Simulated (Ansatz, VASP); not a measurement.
**Two plane-wave programs on OsAu**

```
Os Au
1.0
     2.80921    0.00000    0.00000
     0.00000    2.80921    0.00000
     0.00000    0.00000    4.01727
Os Au
1 1
Direct
  0.00000 0.00000 0.00000
  0.50000 0.50000 0.50000
```

Change from the starting cell: species swapped into the CuI type (P4/nmm, No. 129).

Alike in both runs: functional PBE; k mesh 20 × 20 × 14; occupations gaussian, width 0.1 eV; no spin polarisation.

Ansatz relaxed the structure, and its values are those at the end. VASP's run is a single point on that final structure, the one shown.

```csv
,VASP,Ansatz
version,VASP 6.6.1,Ansatz 0.2.0
potentials or method,"VASP PAW PBE potentials, release 64 (Os, Au), cutoff 520 eV","scalar-relativistic, plane waves, PAW"
valence electrons in the cell,19,35
```

|  | VASP | Ansatz | Ansatz less VASP |
| --- | --- | --- | --- |
| gap on the k mesh at the Fermi level (eV) | none | none | - |
| pressure (GPa) | -0.4 | 0.0 | +0.36 |

A gap of «none» marks a metal or a gap that the smearing closes. The functional is the same, so the differences come from potentials, cutoffs and numerics. VASP's potentials hold 19 valence electrons a cell and Ansatz's 35, so a difference there can come from the potentials and not from the codes.

Neither program's run includes spin-orbit coupling.
